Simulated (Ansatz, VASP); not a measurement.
NaI: VASP beside Ansatz

The input INCAR:

```
SYSTEM = NaI
ALGO = Normal ; EDIFF = 1E-6
ENCUT = 520 ; GGA = PE
ISIF = 2 ; ISMEAR = 0
IVDW = 12 ; LASPH = .TRUE.
LCHARG = .FALSE. ; LREAL = .FALSE.
LWAVE = .FALSE. ; NBANDS = 22
NELM = 60 ; PREC = Accurate
SIGMA = 0.05
```

File KPOINTS:

```
k-points
0
G
  6 8 4
  0 0 0
```

Contents of POSCAR:

```
NaI
1.0
    4.7722534545      0.0000000000      0.0000000000
    0.0000000000      4.1018944388      0.0000000000
    0.0000000000      0.0000000000      7.5188940047
Na I
2 2
Direct
    0.2500000000      0.5000000000      0.2499880837
    0.7500000000      0.5000000000      0.7500119163
    0.2500000000      0.0000000000      0.7499134626
    0.7500000000      0.0000000000      0.2500865374
```

Input for Ansatz:

```yaml
crystal:
  lattice:
    - [4.7722534545, 0.0, 0.0]
    - [0.0, 4.1018944388, 0.0]
    - [0.0, 0.0, 7.5188940047]
  atoms:
    - { symbol: Na, position: [0.25, 0.5, 0.2499880837] }
    - { symbol: Na, position: [0.75, 0.5, 0.7500119163] }
    - { symbol: I, position: [0.25, 0.0, 0.7499134626] }
    - { symbol: I, position: [0.75, 0.0, 0.2500865374] }
basis:
  ecutwfc: 520.0
kpoints:
  mp_grid: { grid: [6, 8, 4] }
hamiltonian:
  xc: pbe
  dispersion: d3bj
scf:
  occupations: { method: gaussian, width: 0.05 }
output:
  forces: true
  stress: true
  eigenvalues: true
```

Change from the starting cell: engineering shear strain xz +0.0000, normal strain along z +0.1100.

Alike in both runs: task single point; functional PBE; dispersion D3(BJ); k mesh 6 × 8 × 4; occupations gaussian, width 0.05 eV; no spin polarisation.

```csv
,VASP,Ansatz
version,VASP 6.6.1,Ansatz 0.2.0
potentials or method,"VASP PAW PBE potentials, release 64 (Na_pv, I), cutoff 520 eV","scalar-relativistic, plane waves, PAW"
valence electrons in the cell,28,52
```

```csv
,VASP,Ansatz,Ansatz less VASP
gap on the k mesh at the Fermi level (eV),2.68,2.68,+0.002
least direct gap on the mesh (eV),2.79,2.79,+0.005
pressure (GPa),-0.6,-0.6,-0.01
"traceless stress, the component that is largest in VASP (GPa)",1.03,1.02,-0.003
```

VASP's potentials hold 28 valence electrons a cell and Ansatz's 52, so a difference there can come from the potentials and not from the codes.

Neither program's run includes spin-orbit coupling.
